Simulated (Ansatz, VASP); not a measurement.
## One calculation of SnO2, two programs

Contents of INCAR:

```
  PREC = Accurate
  ENCUT = 520
  EDIFF = 1E-7
  ISMEAR = 0
  SIGMA = 0.05
  LREAL = False
  LASPH = True
  NELM = 60
  ALGO = Normal
  ISIF = 2
  LWAVE = False
  LCHARG = False
  GGA = PE
  NBANDS = 20
```

The input KPOINTS:

```
regular mesh
0
Gamma
  12 12 12
```

The input POSCAR:

```
SnO2
1.0
    1.6587648191      0.9576883149      5.0460169415
   -1.6587648191      0.9576883149      5.0460169415
    0.0000000000     -1.9153766297      5.0460169415
Sn O
1 2
Direct
    0.5000000000      0.5000000000      0.5000000000
    0.2406435246      0.2406435246      0.2406435246
    0.7593564754      0.7593564754      0.7593564754
```

Input for Ansatz:

```yaml
crystal:
  lattice:
    - [1.6587648191, 0.9576883149, 5.0460169415]
    - [-1.6587648191, 0.9576883149, 5.0460169415]
    - [0.0, -1.9153766297, 5.0460169415]
  atoms:
    - { symbol: Sn, position: [0.5, 0.5, 0.5] }
    - { symbol: O, position: [0.2406435246, 0.2406435246, 0.2406435246] }
    - { symbol: O, position: [0.7593564754, 0.7593564754, 0.7593564754] }
basis:
  ecutwfc: 520.0
kpoints:
  mp_grid: { grid: [12, 12, 12] }
hamiltonian:
  xc: pbe
  pseudopotentials: { kind: paw, azcp: { folder: soft_1 } }
scf:
  occupations: { method: gaussian, width: 0.05 }
output:
  forces: true
  stress: true
  eigenvalues: true
```

Alike in both runs: task single point; functional PBE; k mesh 12 × 12 × 12; occupations gaussian, width 0.05 eV; no spin polarisation.

|  | VASP | Ansatz |
| --- | --- | --- |
| version | VASP 6.6.1 | Ansatz 0.2.0 |
| potentials or method | VASP PAW PBE potentials, release 64 (Sn_d, O), cutoff 520 eV | scalar-relativistic, plane waves, PAW |
| valence electrons in the cell | 26 | 26 |

Ansatz gave:

| Item | Value |
| --- | --- |
| gap on the k mesh at the Fermi level (eV) | 1.43 |
| least direct gap on the mesh (eV) | 1.45 |
| pressure (GPa) | -13.2 |
| traceless stress, the component that is largest in VASP (GPa) | 0.96 |
| rms of the force components (eV/Å) | 0.775 |

Q: Which values does VASP return?

A: gap on the k mesh at the Fermi level (eV): 1.41; least direct gap on the mesh (eV): 1.43; pressure (GPa): -12.8; traceless stress, the component that is largest in VASP (GPa): 0.75; rms of the force components (eV/Å): 0.753.

Atom by atom the forces differ by 0.022 eV/Å (rms over components). The functional is the same, so the differences come from potentials, cutoffs and numerics.
